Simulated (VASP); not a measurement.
Write the native input for VASP 6.6.1 that does the following.

| Quantity | Value |
| --- | --- |
| Task | single point |
| Functional | PBEsol |
| Potentials or basis | VASP PAW PBE potentials, release 64 (W_sv, S) |
| Cutoff | 520 eV |
| k mesh | 12 × 12 × 2 |
| Occupations | gaussian, width 0.05 eV |
| Spin | no spin polarisation |
| Dipole correction | no |
| Further INCAR settings | ALGO = Normal; EDIFF = 1e-06; NBANDS = 35 |

The structure of WS2 lies in POSCAR:

```
WS2
1.0
    3.1458813836      0.0000000000      0.0000000000
   -1.5729406918      2.7244131955      0.0000000000
    0.0000000000      0.0000000000     23.2139453997
W S
2 4
Direct
    0.3333333333      0.6666666667      0.6345758579
    0.6666666667      0.3333333333      0.3654241421
    0.3333333333      0.6666666667      0.2989469828
    0.6666666667      0.3333333333      0.5680493466
    0.3333333333      0.6666666667      0.4319506534
    0.6666666667      0.3333333333      0.7010530172
```

This cell differs from its parent crystal: strain -0.0150 x Voigt [0, 0, 1, 0, 0, 0].

These files were run (other wordings do the same):

INCAR

```
SYSTEM = WS2
  PREC = Accurate
  ENCUT = 520
  EDIFF = 1E-6
  ISMEAR = 0
  SIGMA = 0.05
  LREAL = .False.
  LASPH = .True.
  NELM = 60
  ALGO = Normal
  ISIF = 2
  LWAVE = .False.
  LCHARG = .False.
  GGA = PS
  NBANDS = 35
```

KPOINTS

```
regular mesh
0
Gamma
  12 12 2
  0 0 0
```

Potentials or basis: VASP PAW PBE potentials, release 64 (W_sv, S).

Command:

```console
$ cat potpaw_PBE.64/W_sv/POTCAR potpaw_PBE.64/S/POTCAR > POTCAR
$ mpirun -np 1 vasp_std > vasp.out
```

Results of the run:

- Largest force: 0.516 eV/Å
- Band gap on the k mesh: 1.45 eV (least direct gap 1.84 eV)

Caveat: the cell differs from its parent crystal (strain -0.0150 x Voigt [0, 0, 1, 0, 0, 0]); there is no dipole correction, which matters where the two faces differ; the PAW data sets were made with another functional, which shifts forces and pressure a little; spin-orbit coupling is left out, which moves the levels of the heavy elements.

It took 6.3 min on 1 thread of Intel Xeon 8259CL (shared host), peak memory 0.44 GiB.
